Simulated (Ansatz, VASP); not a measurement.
## Two plane-wave programs on Be3S5

```
Be S
1.0
     7.19995    0.00000    0.00000
    -3.59997    6.23534    0.00000
     0.00000    0.00000    3.02063
Be S
3 5
Direct
  0.00000 0.82368 0.00000
  0.17632 0.17632 0.00000
  0.82368 0.00000 0.00000
  0.66667 0.33333 0.50000
  0.33333 0.66667 0.50000
  0.00000 0.25118 0.50000
  0.25118 0.00000 0.50000
  0.74882 0.74882 0.50000
```

Change from the starting cell: species swapped into the Yb3Si5 type (P-62m, No. 189).

Alike in both runs: functional PBE; k mesh 3 × 3 × 4; occupations gaussian, width 0.2 eV; no spin polarisation.

Ansatz relaxed the structure, and its values are those at the end. VASP's run is a single point on that final structure, the one shown.

|  | VASP | Ansatz |
| --- | --- | --- |
| version | VASP 6.6.1 | Ansatz 0.2.0 |
| potentials or method | VASP PAW PBE potentials, release 64 (Be, S), cutoff 600 eV | scalar-relativistic, plane waves, PAW |
| valence electrons in the cell | 36 | 36 |

Ansatz gave:

* gap on the k mesh at the Fermi level (eV): none
* pressure (GPa): 0.1
* rms of the force components (eV/Å): 0.009

Question: Which values does VASP return?

Answer: gap on the k mesh at the Fermi level (eV): none; pressure (GPa): 0.1; rms of the force components (eV/Å): 0.008.

A gap of «none» marks a metal or a gap that the smearing closes.

The k mesh is coarse, so the values compare programs but aren't converged.
